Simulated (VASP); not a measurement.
Zn:

```
Zn
1.0
     0.00000    1.96655    1.96655
     1.96655    0.00000    1.96655
     1.96655    1.96655    0.00000
Zn
1
Cartesian
  0.0000 0.0000 0.0000
```

```yaml
Program: VASP 6.6.1
Task: relaxation of cell and atoms
Functional: LDA
Potentials_or_basis: VASP PAW LDA potentials, release 64 (Zn)
Cutoff: 600 eV
k_mesh: 14 × 14 × 14
Occupations: fermi-dirac, width 0.1 eV
Spin: no spin polarisation
```

At the start: pressure -8.1 GPa; volume 15.21 Å³/atom.

How do energy, volume and symmetry change on relaxing?

Over 4 steps the energy falls by 44.4 meV/atom and the volume is 13.66 Å³/atom (-10.2 %); space group Fm-3m (No. 225, to 0.05 Å).

Step by step:
```csv
step,energy change (eV),largest force (eV/Å),pressure (GPa),volume (Å³)
1,0.0000,0.0000,-8.09,15.21
2,-0.0443,0.0000,0.28,13.58
3,-0.0444,0.0000,0.21,13.62
4,-0.0444,0.0000,-0.05,13.66
```

Final structure:
```yaml
crystal:
  lattice:
    - [0.00000, 1.89711, 1.89711]
    - [1.89711, 0.00000, 1.89711]
    - [1.89711, 1.89711, 0.00000]
  atoms:
    - { symbol: Zn, position: [0.00000, 0.00000, 0.00000] }
```
